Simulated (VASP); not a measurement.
# Be (P6/mmm) in VASP: further runs

Runs on Be. Level: PBEsol. Tasks: single point, relaxation of cell and atoms.

Program: VASP 6.6.1. These are calculated values, not measurements. Logs are shortened: lines on timing, memory, paths and dates and some standing lists are left out, and cuts for length are marked.

## 1. The cell of the first run

Symmetry: P6/mmm, No. 191, hexagonal system. Conventional cell: a = 3.691 Å, b = 3.691 Å, c = 1.981 Å, α = 90.00°, β = 90.00°, γ = 120.00°. Be (site symmetry -6m2) has 5 Be at 1.98 to 2.13 Å within 2.6 Å.

This isn't the form of Be at room conditions, which is hcp.

## 2. Single point, PBEsol

The input, INCAR:

```
ALGO = Normal ; EDIFF = 1E-6
ENCUT = 520 ; GGA = PS
ISIF = 2 ; ISMEAR = 0
LASPH = T ; LCHARG = F
LREAL = F ; LWAVE = F
NBANDS = 9 ; NELM = 80
PREC = Accurate ; SIGMA = 0.1
```

The input, KPOINTS:

```
k-points
0
Gamma
  18 18 28
```

The input, POSCAR:

```
Be
1.0
    3.6912645201      0.0000000000      0.0000000000
   -1.8456322601      3.1967288464      0.0000000000
    0.0000000000      0.0000000000      1.9807576773
Be
2
Direct
    0.3333333333      0.6666666667      0.0000000000
    0.6666666667      0.3333333333      0.0000000000
```

Potentials or basis: VASP PAW PBE potentials, release 64 (Be).

Launch:

```bash
$ cat potpaw_PBE.64/Be/POTCAR > POTCAR
$ mpirun -np 1 vasp_std > vasp.out
```

OUTCAR:

```text
EDIFF = 1E-6
   ENCUT = 520
   GGA = PS
   ISIF = 2
   ISMEAR = 0
   LASPH = T
   LREAL = F
   NELM = 80
   PREC = Accurate

 ion  position               nearest neighbor table
   1  0.333  0.667  0.000-   2 2.13   2 2.13   2 2.13
   2  0.667  0.333  0.000-   1 2.13   1 2.13   1 2.13

  LATTYP: Found a hexagonal cell.
 ALAT       =     3.6912645201
 C/A-ratio  =     0.5366068095

  Lattice vectors:

 A1 = (   3.6912645201,   0.0000000000,   0.0000000000)
 A2 = (  -1.8456322601,   3.1967288464,   0.0000000000)
 A3 = (   0.0000000000,   0.0000000000,   1.9807576773)

Analysis of symmetry for initial positions (statically):
=====================================================================
 Subroutine PRICEL returns:
 Original cell was already a primitive cell.

 Routine SETGRP: Setting up the symmetry group for a
 hexagonal supercell.

 Subroutine GETGRP returns: Found 24 space group operations
 (whereof 24 operations were pure point group operations)
 out of a pool of 24 trial point group operations.

The static configuration has the point symmetry D_6h.

Analysis of symmetry for dynamics (positions and initial velocities):
=====================================================================
 Subroutine PRICEL returns:
 Original cell was already a primitive cell.

 Routine SETGRP: Setting up the symmetry group for a
 hexagonal supercell.

 Subroutine GETGRP returns: Found 24 space group operations
 (whereof 24 operations were pure point group operations)
 out of a pool of 24 trial point group operations.

The dynamic configuration has the point symmetry D_6h.

 Subroutine INISYM returns: Found 24 space group operations
 (whereof 24 operations are pure point group operations),
 and found     1 'primitive' translations

----------------------------------------------------------------------------------------

                                     Primitive cell

  volume of cell :      23.3729

  direct lattice vectors                    reciprocal lattice vectors
     3.691264520  0.000000000  0.000000000     0.270909872  0.156409888  0.000000000
    -1.845632260  3.196728846  0.000000000     0.000000000  0.312819775  0.000000000
     0.000000000  0.000000000  1.980757677     0.000000000  0.000000000  0.504857314

  length of vectors
     3.691264520  3.691264520  1.980757677     0.312819775  0.312819775  0.504857314

  position of ions in fractional coordinates (direct lattice)
     0.333333333  0.666666667  0.000000000
     0.666666667  0.333333333  0.000000000

  ion indices of the primitive-cell ions
   primitive index   ion index
                 1           1
                 2           2

----------------------------------------------------------------------------------------

 KPOINTS: k-points

Automatic generation of k-mesh.
 Grid dimensions read from file:
 generate k-points for:   18   18   28

 Generating k-lattice:

  Cartesian coordinates                     Fractional coordinates (reciprocal lattice)
     0.015050548  0.008689438  0.000000000     0.055555556  0.000000000  0.000000000
     0.000000000  0.017378876  0.000000000     0.000000000  0.055555556  0.000000000
     0.000000000  0.000000000  0.018030618     0.000000000  0.000000000  0.035714286

  Length of vectors
     0.017378876  0.017378876  0.018030618

  Shift w.r.t. Gamma in fractional coordinates (k-lattice)
     0.000000000  0.000000000  0.000000000

 Subroutine IBZKPT returns following result:
 ===========================================

 Found    555 irreducible k-points:

 Following reciprocal coordinates:
            Coordinates               Weight
  0.000000  0.000000  0.000000      1.000000
  0.055556  0.000000  0.000000      6.000000
  0.111111  0.000000  0.000000      6.000000
  0.166667  0.000000  0.000000      6.000000
  0.222222  0.000000  0.000000      6.000000
  0.277778  0.000000  0.000000      6.000000
[... 16 lines left out ...]
  0.333333  0.111111  0.000000     12.000000
  0.388889  0.111111  0.000000     12.000000
 [... further k-points ...]
   k-points           NKPTS =    555   k-points in BZ     NKDIM =    555   number of bands    NBANDS=      9
   number of dos      NEDOS =    301   number of ions     NIONS =      2
   total plane-waves  NPLWV =  12544
   dimension x,y,z NGX =    28 NGY =   28 NGZ =   16
   dimension x,y,z NGXF=    56 NGYF=   56 NGZF=   32
   ions per type =               2
   NGX,Y,Z   is equivalent  to a cutoff of  12.61, 12.61, 13.43 a.u.
   NGXF,Y,Z  is equivalent  to a cutoff of  25.22, 25.22, 26.86 a.u.
 SYSTEM =  unknown system
   PREC   = accura    normal or accurate (medium, high low for compatibility)
   ISTART =      0    job   : 0-new  1-cont  2-samecut
   ICHARG =      2    charge: 1-file 2-atom 10-const
   ISPIN  =      1    spin polarized calculation?
   LNONCOLLINEAR =      F non collinear calculations
   LSORBIT =      F    spin-orbit coupling
   LASPH  =      T    aspherical Exc in radial PAW
   ENCUT  =  520.0 eV  38.22 Ry    6.18 a.u.   6.86  6.86  3.68*2*pi/ulx,y,z
   NELM   =     80;   NELMIN=  2; NELMDL= -5     # of ELM steps
   EDIFF  = 0.1E-05   stopping-criterion for ELM
   LREAL  =      F    real-space projection
[... 7 lines left out ...]
   TEBEG  =    0.0;   TEEND  =   0.0 temperature during run
   PSTRESS=    0.0 pullay stress
   NELECT =       4.0000    total number of electrons
   NUPDOWN=      -1.0000    fix difference up-down
   EMIN   =  10.00;   EMAX   =-10.00  energy-range for DOS
   EFERMI =   0.00;   METHOD = LEGACY
   ISMEAR =     0;   SIGMA  =   0.10  broadening in eV -4-tet -1-fermi 0-gaus
   EFERMI_NEDOS =   21; number of points for ismear=-14 and -15
   IALGO  =     38    algorithm
   IMIX   =      4    mixing-type and parameters
     AMIX     =   0.40;   BMIX     =  1.00
     AMIX_MAG =   1.60;   BMIX_MAG =  1.00
  volume/ion in A,a.u.               =      11.69        78.86
  Fermi-wavevector in a.u.,A,eV,Ry     =   0.908917  1.717603 11.240174  0.826129
  Thomas-Fermi vector in A             =   2.032900
   LORBIT       =      0    0 simple, 1 ext, 2 COOP (PROOUT), +10 PAW based schemes
   GGA     = PS    functional components
   LHFCALC =     F    Hartree Fock is set to
   AEXX    =    0.0000 exact exchange contribution
   IVDW    =     0    specifies the selected vdW correction
   LEPSILON=     F    determine dielectric tensor
   LRPA    =     F    only Hartree local field effects (RPA)
 non-spin polarized calculation
 Gauss-broadening in eV      SIGMA  =   0.10
  energy-cutoff  :      520.00
  volume of cell :       23.37
 maximum number of plane-waves:       645
 NGX is ok and might be reduce to    28
   NGX = 13   NGY = 13   NGZ =  7

 number of electron       4.0000000 magnetization

 Free energy of the ion-electron system (eV)
  ---------------------------------------------------
  ext. energy  EPLUGINS =         0.00000000
  ---------------------------------------------------
  free energy    TOTEN  =        -6.05234201 eV

  energy without entropy =       -6.04954393  energy(sigma->0) =       -6.05094297

 E-fermi :   2.7626     XC(G=0):  -9.1668

 val. band max:        2.7568547982   @ k =   0.2222   0.1111   0.2857
 cond. band min:       2.7687584645   @ k =   0.3333   0.2778   0.4286
 fundamental gap:      0.0119036663
 Fermi energy:         2.7625805621

 k-point     1 :       0.0000    0.0000    0.0000
  band No.  band energies     occupation
      1      -5.3107      2.00000
      2       3.3126      0.00000
      3       3.3126      0.00000
      4       7.9060      0.00000
      5       7.9060      0.00000
      6       9.2413      0.00000
      7      13.1374      0.00000
      8      22.3134      0.00000
      9      27.2187      0.00000

 k-point     2 :       0.0556    0.0000    0.0000
  band No.  band energies     occupation
      1      -5.2758      2.00000
      2       3.1192      0.00000
      3       3.2220      0.00000
      4       7.8888      0.00000
      5       8.0785      0.00000
      6       9.3697      0.00000
      7      13.3443      0.00000
      8      22.3395      0.00000
      9      27.1746      0.00000

 k-point     3 :       0.1111    0.0000    0.0000
  band No.  band energies     occupation
      1      -5.1711      2.00000
      2       2.6114      1.96748
      3       2.9880      0.00143
      4       7.7848      0.00000
      5       8.5577      0.00000
      6       9.7745      0.00000
      7      13.9199      0.00000
      8      22.4174      0.00000
      9      26.6813      0.00000

 k-point     4 :       0.1667    0.0000    0.0000
  band No.  band energies     occupation
      1      -4.9970      2.00000
      2       1.9227      2.00000
      3       2.6844      1.73109
      4       7.5901      0.00000
      5       9.2673      0.00000
      6      10.4059      0.00000
      7      14.7630      0.00000
      8      22.5450      0.00000
      9      25.4159      0.00000

 k-point     5 :       0.2222    0.0000    0.0000
  band No.  band energies     occupation
      1      -4.7540      2.00000
      2       1.1548      2.00000
      3       2.3716      2.00000
      4       7.3643      0.00000
      5      10.1415      0.00000
      6      11.1735      0.00000
      7      15.7506      0.00000
      8      22.7183      0.00000
      9      24.2769      0.00000

 k-point     6 :       0.2778    0.0000    0.0000
  band No.  band energies     occupation
      1      -4.4430      2.00000
      2       0.3685      2.00000
      3       2.0869      2.00000
      4       7.1511      0.00000
      5      11.1328      0.00000
      6      12.0226      0.00000
      7      16.7073      0.00000
      8      22.9307      0.00000
      9      23.4152      0.00000
[... 169 lines left out ...]
 k-point    21 :       0.2222    0.1111    0.0000
  band No.  band energies     occupation
      1      -4.3399      2.00000
      2       0.3786      2.00000
      3       1.5702      2.00000
      4       7.9200      0.00000
      5      10.0887      0.00000
      6      13.0568      0.00000
      7      16.8163      0.00000
      8      22.3258      0.00000
      9      23.0025      0.00000

 k-point    22 :       0.2778    0.1111    0.0000
  band No.  band energies     occupation
      1      -3.9641      2.00000
      2      -0.3506      2.00000
      3       1.3074      2.00000
      4       7.7633      0.00000
      5      11.0320      0.00000
      6      14.0776      0.00000
      7      17.0735      0.00000
      8      21.8573      0.00000
      9      23.2438      0.00000

 k-point    23 :       0.3333    0.1111    0.0000
  band No.  band energies     occupation
      1      -3.5273      2.00000
      2      -1.0579      2.00000
      3       1.1196      2.00000
      4       7.6395      0.00000
      5      12.0585      0.00000
      6      15.0401      0.00000
      7      16.6385      0.00000
      8      21.4207      0.00000
      9      23.4927      0.00000

 k-point    24 :       0.3889    0.1111    0.0000
  band No.  band energies     occupation
      1      -3.0466      2.00000
      2      -1.7069      2.00000
      3       1.0068      2.00000
      4       7.5618      0.00000
      5      13.0993      0.00000
      6      15.4560      0.00000
      7      16.1925      0.00000
      8      20.6632      0.00000
      9      23.7044      0.00000

 [... further k-points ...]
[... 5 lines left out ...]
  --------------------------------------------------------------------------------------
  -------------------------------------------------------------------------------------
  Total        0.0212495      0.0212495      0.0449001     -0.0000000      0.0000000      0.0000000
  in kB        1.4566191      1.4566191      3.0778342     -0.0000000      0.0000000      0.0000000
  external PRESSURE =       1.9970241 kB  Pullay stress =       0.0000000 kB

 VOLUME and BASIS-vectors are now :
 -----------------------------------------------------------------------------
  energy-cutoff  :      520.00
  volume of cell :       23.37
      direct lattice vectors                 reciprocal lattice vectors
     3.691264520  0.000000000  0.000000000     0.270909872  0.156409888  0.000000000
    -1.845632260  3.196728846  0.000000000     0.000000000  0.312819775  0.000000000
     0.000000000  0.000000000  1.980757677     0.000000000  0.000000000  0.504857314

 POSITION                                       TOTAL-FORCE (eV/Angst)
 -----------------------------------------------------------------------------------
     -0.00000      2.13115      0.00000         0.000000     -0.000000      0.000000
      1.84563      1.06558      0.00000        -0.000000      0.000000      0.000000
 -----------------------------------------------------------------------------------
    total drift:                                0.000000     -0.000000      0.000000

  FREE ENERGIE OF THE ION-ELECTRON SYSTEM (eV)
  ---------------------------------------------------
  free  energy   TOTEN  =        -6.0523420137 eV

  energy  without entropy=       -6.0495439350  energy(sigma->0) =       -6.05094297
```

Wall time 36 s (1 thread of Intel Xeon 6975P-C (Granite Rapids), shared host); peak memory 0.21 GiB.

Results:

- Free energy: -6.0523 eV
- Pressure: 0.2 GPa
- Band gap on the k mesh: zero (bands 2 and 3 overlap by 8.38 eV)

Caveat: the PAW data sets were made with another functional, which shifts forces and pressure a little.

## 3. Relaxation of cell and atoms, PBEsol

This run uses another cell than the first one, of 11.65 Å³/atom.

The input, INCAR:

```
  PREC = Accurate
  ENCUT = 600
  EDIFF = 1E-6
  ISMEAR = 0
  SIGMA = 0.1
  LREAL = False
  LASPH = True
  NELM = 60
  ALGO = Fast
  ISIF = 3
  LWAVE = False
  LCHARG = False
  GGA = PS
  IBRION = 2
  NSW = 100
  EDIFFG = -0.01
```

The input, KPOINTS:

```
regular mesh
0
Gamma
  18 18 28
```

The input, POSCAR:

```
Be
1.0
    3.6832665151      0.0000000000      0.0000000000
   -1.8416332576      3.1898023710      0.0000000000
    0.0000000000      0.0000000000      1.9830968124
Be
2
Direct
    0.3333333333      0.6666666667      0.0000000000
    0.6666666667      0.3333333333      0.0000000000
```

Potentials or basis: VASP PAW PBE potentials, release 64 (Be).

Launch:

```bash
$ cat potpaw_PBE.64/Be/POTCAR > POTCAR
$ mpirun -np 1 vasp_std > vasp.out
```

Run time: 58 s. Hardware: 1 thread of Intel Xeon 6975P-C (Granite Rapids), shared host; peak memory 0.21 GiB.

The run converged. Its results:

```yaml
Free_energy: -6.0524 eV
Relaxed_volume: 11.72 Å³/atom
Relaxed_cell: a = 3.695 Å, b = 3.695 Å, c = 1.983 Å, α = 90.00°, β = 90.00°, γ = 120.00°
Space_group_after_relaxing_to_0.1_Å: P6/mmm (No. 191)
Energy_gained_by_relaxing: 0.2 meV/atom
Ionic_steps: 4
Pressure_after_relaxing: 0.0 GPa
Band_gap_on_the_k_mesh: zero (bands 2 and 3 overlap by 8.36 eV)
```

The path:
```
step  energy change (eV)  largest force (eV/Å)  pressure (GPa)  volume (Å³)
   1              0.0000                0.0000            0.32        23.30
   2             -0.0003                0.0000            0.20        23.38
   3             -0.0003                0.0000            0.21        23.37
   4             -0.0003                0.0000            0.02        23.44
```

Final structure:
```
Be
1.0
     3.69453    0.00000    0.00000
    -1.84727    3.19956    0.00000
     0.00000    0.00000    1.98261
Be
2
Cartesian
  0.0000 2.1330 0.0000
  1.8473 1.0665 1.9826
```

Levels at points of the mesh, in eV from the Fermi level:
| k point | band 1 | band 2 | band 3 | band 4 | band 5 |
| --- | --- | --- | --- | --- | --- |
| (0.00, 0.00, 0.00) | -8.06 | 0.55 | 0.55 | 5.14 | 5.14 |
| (0.50, 0.00, 0.00) | -5.55 | -4.96 | -1.22 | 3.96 | 11.87 |
| (0.00, 0.00, 0.50) | -2.85 | 1.98 | 5.00 | 7.08 | 7.08 |
| (0.50, 0.00, 0.50) | -0.83 | 1.19 | 3.43 | 4.18 | 5.59 |

Caveat: the PAW data sets were made with another functional, which shifts forces and pressure a little.
